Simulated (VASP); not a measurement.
A run of VASP 6.6.1 is set up as follows.

INCAR

```
SYSTEM = Sc
PREC = Accurate ; ENCUT = 520
EDIFF = 1E-6 ; ISMEAR = -1
SIGMA = 0.1 ; LREAL = .FALSE.
LASPH = .TRUE. ; NELM = 60
ALGO = Normal ; ISIF = 2
LWAVE = .FALSE. ; LCHARG = .TRUE.
GGA = RE ; LELF = .TRUE.
LVHAR = .TRUE. ; NBANDS = 54
```

KPOINTS

```
regular mesh
0
G
  6 6 6
  0 0 0
```

File POSCAR:

```
Sc
1.0
    5.9519542138      0.0000000000      0.0000000000
    0.0000000000      5.9519542138      0.0000000000
    0.0000000000      0.0000000000      5.9519542138
Sc
8
Direct
    1.0000000000      0.0000000000      0.0000000000
    0.5000000000      0.5000000000      0.5000000000
    0.2500000000      1.0000000000      0.5000000000
    0.7500000000      1.0000000000      0.5000000000
    0.5000000000      0.2500000000      1.0000000000
    0.5000000000      0.7500000000      1.0000000000
    0.0000000000      0.5000000000      0.2500000000
    0.0000000000      0.5000000000      0.7500000000
```

Potentials or basis: VASP PAW PBE potentials, release 64 (Sc_sv).

Command:

```sh
$ cat potpaw_PBE.64/Sc_sv/POTCAR > POTCAR
$ mpirun -np 1 vasp_std > vasp.out
```

What does it give for the pressure?

0.0 GPa.

Estimate the band gap on the k mesh.

zero (bands 44 and 45 overlap by 0.35 eV).

Caveat: the PAW data sets were made with another functional, which shifts forces and pressure a little.
